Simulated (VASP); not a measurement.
Input of a VASP 6.6.1 run:

INCAR

```
SYSTEM = Si
PREC = Accurate ; ENCUT = 520
EDIFF = 1E-6 ; ISMEAR = 0
SIGMA = 0.05 ; LREAL = .FALSE.
LASPH = .TRUE. ; NELM = 80
ALGO = Normal ; ISIF = 2
LWAVE = .FALSE. ; LCHARG = .FALSE.
GGA = PE ; NBANDS = 11
```

Contents of KPOINTS:

```
regular mesh
0
G
  8 8 8
  0 0 0
```

Contents of POSCAR:

```
Si
1.0
    0.0000000000      2.9569599534      2.5911857163
    2.6561362818      0.0000000000      2.5911857163
    2.6561362818      2.9569599534      0.0000000000
Si
2
Direct
    0.5000000000      0.5000000000      0.5000000000
    0.7500000000      0.7500000000      0.7500000000
```

Potentials or basis: VASP PAW PBE potentials, release 64 (Si).

Command:

```console
$ cat potpaw_PBE.64/Si/POTCAR > POTCAR
$ mpirun -np 1 vasp_std > vasp.out
```

**Question.** Estimate the band gap on the k mesh.

**Answer.** Zero (band 4 reaches 6.08 eV, above the bottom of band 5 at 5.88 eV).

**Question.** What does it give for the pressure?

**Answer.** 0.0 GPa.

Stress tensor (GPa, compression positive):
```
 3.89  0.00  0.00
 0.00 -9.02  0.00
 0.00  0.00  5.06
```

Caveat: the cell differs from its parent crystal (strain +e along x and -e along y -0.0550, strain +e along z and -e/2 along x and y -0.0525).
